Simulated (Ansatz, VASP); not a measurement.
Mg5Se in VASP and in Ansatz

```
CELL_PARAMETERS angstrom
0.00000 4.12043 4.12043
4.12043 0.00000 4.12043
4.12043 4.12043 0.00000
ATOMIC_POSITIONS crystal
Mg 0.37530 0.37530 0.87409
Mg 0.37530 0.87409 0.37530
Mg 0.87409 0.37530 0.37530
Mg 0.37530 0.37530 0.37530
Mg 0.75000 0.75000 0.75000
Se 0.00000 0.00000 0.00000
```

Change from the starting cell: species swapped into the DyCu5 type (F-43m, No. 216).

Alike in both runs: task relaxation of cell and atoms; functional PBE; k mesh 8 × 8 × 8; occupations gaussian, width 0.1 eV; no spin polarisation.

|  | VASP | Ansatz |
| --- | --- | --- |
| version | VASP 6.6.1 | Ansatz 0.2.0 |
| potentials or method | VASP PAW PBE potentials, release 64 (Mg, Se), cutoff 600 eV | scalar-relativistic, plane waves, PAW |
| valence electrons in the cell | 16 | 66 |

```csv
,VASP,Ansatz,Ansatz less VASP
"gap on the k mesh at the Fermi level, each at its own relaxed structure (eV)",none,none,-
relaxed volume (Å³/atom),23.43,23.53,+0.099
relaxed cell length with the largest relative difference (Å),5.836,5.845,+0.0082
```

A gap of «none» marks a metal or a gap that the smearing closes. VASP's potentials hold 16 valence electrons a cell and Ansatz's 66, so a difference there can come from the potentials and not from the codes.
